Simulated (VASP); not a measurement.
Set up this calculation in VASP 6.6.1, as the native input.

```
Task                               : single point
Functional                         : PBE0
Potentials or basis                : VASP PAW PBE potentials, release 64 (Rb_sv, Br)
Cutoff                             : 520 eV
k mesh                             : 4 × 4 × 4
Occupations                        : gaussian, width 0.01 eV
Spin                               : no spin polarisation
Dipole correction                  : no
Grid for exact exchange (PRECFOCK) : Normal
Further INCAR settings             : ALGO = Normal; EDIFF = 1e-07; NBANDS = 15
Share of exact exchange            : 0.25
```

The system is RbBr.

```
CELL_PARAMETERS angstrom
4.12425 0.00000 0.00000
0.00000 4.12425 0.00000
0.00000 0.00000 4.12425
ATOMIC_POSITIONS crystal
Rb 0.00000 0.00000 0.00000
Br 0.50000 0.50000 0.50000
```

The input as run:

POSCAR

```
RbBr
1.0
    4.1242529966      0.0000000000      0.0000000000
    0.0000000000      4.1242529966      0.0000000000
    0.0000000000      0.0000000000      4.1242529966
Rb Br
1 1
Direct
    0.0000000000      0.0000000000      0.0000000000
    0.5000000000      0.5000000000      0.5000000000
```

INCAR.step1

```
PREC = Accurate
ENCUT = 520
EDIFF = 1E-5
ISMEAR = 0
SIGMA = 0.01
LREAL = F
LASPH = T
NELM = 80
ALGO = Normal
ISIF = 2
LWAVE = T
LCHARG = F
GGA = PE
NBANDS = 15
```

INCAR.step2

```
PREC = Accurate
ENCUT = 520
EDIFF = 1E-7
ISMEAR = 0
SIGMA = 0.01
LREAL = F
LASPH = T
NELM = 80
ALGO = Normal
ISIF = 2
LWAVE = F
LCHARG = F
GGA = PE
LHFCALC = T
AEXX = 0.25
PRECFOCK = Normal
ISTART = 1
NBANDS = 15
```

KPOINTS

```
Automatic mesh
0
Gamma
  4 4 4
```

Potentials or basis: VASP PAW PBE potentials, release 64 (Rb_sv, Br).

Launch:

```bash
$ cat potpaw_PBE.64/Rb_sv/POTCAR potpaw_PBE.64/Br/POTCAR > POTCAR
$ cp INCAR.step1 INCAR
$ mpirun -np 1 vasp_std > vasp.out
$ cp INCAR.step2 INCAR
$ mpirun -np 1 vasp_std > vasp.out
```

It gave:

The pressure is 0.4 GPa. The band gap on the k mesh is 5.99 eV (least direct gap 6.16 eV).

Caveat: the PAW data sets were made with another functional, which shifts forces and pressure a little.

Run time: 11 min on 1 thread of Intel Xeon 8259CL, on a shared host, peak memory 0.19 GiB.
